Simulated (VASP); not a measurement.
GaN: single point with LDA

GaN:

```
Ga N
1.0
     3.18000    0.00000    0.00000
    -1.59000    2.75396    0.00000
     0.00000    0.00000    5.16600
Ga N
2 2
Direct
  0.33333 0.66667 0.00000
  0.66667 0.33333 0.50000
  0.33333 0.66667 0.37500
  0.66667 0.33333 0.87500
```

```
Program                : VASP 6.6.1
Task                   : single point
Functional             : LDA
Potentials or basis    : VASP PAW LDA potentials, release 64 (Ga_d, N)
Cutoff                 : 600 eV
k mesh                 : 7 × 7 × 4
Occupations            : gaussian, width 0.01 eV
Spin                   : no spin polarisation
Dipole correction      : no
Further INCAR settings : ALGO = Normal; EDIFF = 1e-06; NBANDS = 26
```

| Item | Value |
| --- | --- |
| Pressure | -3.5 GPa |
| Largest force | 0.128 eV/Å |
| Band gap on the k mesh | 1.99 eV |

Forces on the atoms (eV/Å):
```
Ga   0.000  0.000 -0.128
Ga   0.000  0.000 -0.128
N    0.000  0.000  0.128
N    0.000  0.000  0.128
```

Stress tensor (GPa, compression positive):
```
-4.26  0.00  0.00
 0.00 -4.26  0.00
 0.00  0.00 -2.11
```

Levels at points of the mesh, in eV from the valence-band top:
| k point | band 15 | band 16 | band 17 | band 18 | band 19 | band 20 | band 21 | band 22 |
| --- | --- | --- | --- | --- | --- | --- | --- | --- |
| (0.00, 0.00, 0.00) | -1.08 | -0.06 | 0.00 | 0.00 | 1.99 | 4.20 | 9.10 | 9.73 |
| (0.00, 0.00, 0.50) | -0.55 | -0.55 | -0.55 | -0.55 | 4.24 | 4.24 | 8.37 | 8.37 |

It took 19 s on 1 thread of Intel(R) Xeon(R) 6975P-C (Granite Rapids), with other jobs on the host, peak memory 0.16 GiB.

Caveat: the cell stands under tension. Expect the measured gap to be larger: semilocal functionals such as LDA lack the derivative discontinuity.
